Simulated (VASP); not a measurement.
Write the native input for VASP 6.6.1 that does the following.

```
Task                   : single point
Functional             : LDA
Potentials or basis    : VASP PAW LDA potentials, release 64 (C)
Cutoff                 : 520 eV
k mesh                 : 12 × 12 × 12
Occupations            : gaussian, width 0.05 eV
Spin                   : no spin polarisation
Dipole correction      : no
Further INCAR settings : ALGO = Normal; EDIFF = 1e-06; NBANDS = 11
```

The structure of C lies in POSCAR:

```
C
1.0
    0.0000000000      1.7856350203      1.8584730372
    1.6532022623      0.0000000000      1.8584730372
    1.6532022623      1.7856350203      0.0000000000
C
2
Direct
    0.5000000000      0.5000000000      0.5000000000
    0.7500000000      0.7500000000      0.7500000000
```

This cell differs from its parent crystal: strain +e along x and -e along y -0.0375, strain +e along z and -e/2 along x and y +0.0525.

One way to write it, as run:

INCAR

```
PREC = Accurate
ENCUT = 520
EDIFF = 1E-6
ISMEAR = 0
SIGMA = 0.05
LREAL = False
LASPH = True
NELM = 60
ALGO = Normal
ISIF = 2
LWAVE = False
LCHARG = False
GGA = CA
NBANDS = 11
```

KPOINTS

```
Automatic mesh
0
Gamma
  12 12 12
```

Potentials or basis: VASP PAW LDA potentials, release 64 (C).

The run is started by

```sh
$ cat potpaw_LDA.64/C/POTCAR > POTCAR
$ mpirun -np 1 vasp_std > vasp.out
```

Results of the run:

```
Pressure               : 3.5 GPa
Band gap on the k mesh : 1.79 eV, indirect (least direct gap 4.04 eV)
```

Caveat: the cell differs from its parent crystal (strain +e along x and -e along y -0.0375, strain +e along z and -e/2 along x and y +0.0525).

It took 14 s on 1 thread of Intel(R) Xeon(R) Platinum 8488C (Sapphire Rapids), on a shared host, peak memory 0.13 GiB.
